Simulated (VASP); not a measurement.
Set up this calculation in VASP 6.6.1, as the native input.

```
Task                   : relaxation of cell and atoms
Functional             : PBEsol
Potentials or basis    : VASP PAW PBE potentials, release 64 (Al, N)
Cutoff                 : 600 eV
k mesh                 : 8 × 8 × 8
Occupations            : gaussian, width 0.01 eV
Spin                   : no spin polarisation
Target pressure        : 30 GPa
Dipole correction      : no
Further INCAR settings : ALGO = Normal; EDIFF = 1e-06; IBRION = 2; EDIFFG = -0.005; NSW = 80; ISIF = 3
```

The structure of AlN lies in POSCAR:

```
AlN
1.0
    0.0000000000      2.1839900000      2.1839900000
    2.1839900000      0.0000000000      2.1839900000
    2.1839900000      2.1839900000      0.0000000000
Al N
1 1
Direct
    0.0000000000      0.0000000000      0.0000000000
    0.7500000000      0.7500000000      0.7500000000
```

These files were run (other wordings do the same):

INCAR

```
PREC = Accurate
ENCUT = 600
EDIFF = 1E-6
ISMEAR = 0
SIGMA = 0.01
LREAL = F
LASPH = T
NELM = 60
ALGO = Normal
ISIF = 3
LWAVE = F
LCHARG = F
GGA = PS
IBRION = 2
NSW = 80
EDIFFG = -0.005
PSTRESS = 300.0
```

KPOINTS

```
Automatic mesh
0
Gamma
  8 8 8
```

Potentials or basis: VASP PAW PBE potentials, release 64 (Al, N).

Command:

```console
$ cat potpaw_PBE.64/Al/POTCAR potpaw_PBE.64/N/POTCAR > POTCAR
$ mpirun -np 1 vasp_std > vasp.out
```

It gave:

| Quantity | Value |
| --- | --- |
| Relaxed volume | 9.31 Å³/atom |
| Relaxed cell | a = 2.975 Å, b = 2.975 Å, c = 2.975 Å, α = 60.00°, β = 60.00°, γ = 60.00° |
| Space group after relaxing (to 0.05 Å) | F-43m (No. 216) |
| Energy change on relaxing (the enthalpy is what falls) | +98.8 meV/atom |
| Ionic steps | 7 |
| Pressure after relaxing | 30.0 GPa |
| Band gap on the k mesh | 3.23 eV, indirect (least direct gap 5.14 eV) |

Caveat: the cell is relaxed towards a set pressure, so the enthalpy falls and the energy may rise; the PAW data sets were made with another functional, which shifts forces and pressure a little.

It took 13 s on 1 thread of Intel(R) Xeon(R) 6975P-C (Granite Rapids), on a shared host, peak memory 0.16 GiB.
